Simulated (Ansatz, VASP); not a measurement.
InPt3 in VASP and in Ansatz

```xyz
4
Lattice="3.9880 0.0000 0.0000 0.0000 3.9880 0.0000 0.0000 0.0000 3.9880" Properties=species:S:1:pos:R:3 pbc="T T T"
In    0.0000    0.0000    0.0000
Pt    1.9940    1.9940    0.0000
Pt    0.0000    1.9940    1.9940
Pt    1.9940    0.0000    1.9940
```

Alike in both runs: task electric field gradients; functional PBEsol; k mesh 10 × 10 × 10; occupations fermi-dirac, width 0.05 eV; no spin polarisation.

|  | VASP | Ansatz |
| --- | --- | --- |
| version | VASP 6.6.1 | Ansatz 0.2.0 |
| potentials or method | VASP PAW PBE potentials, release 64 (In_d, Pt), cutoff 520 eV | all-electron PAW with datasets made for the crystal, scalar-relativistic |

```csv
,VASP,Ansatz,Ansatz less VASP
pressure (GPa),0.7,0.8,+0.12
size of Vzz on the site where it differs most (V/Å²),92.2,97.7,+5.46
```

VASP's potentials were made for PBE, not for PBEsol. Ansatz ran all-electron here, and VASP with PAW potentials.

Neither program's run includes spin-orbit coupling.
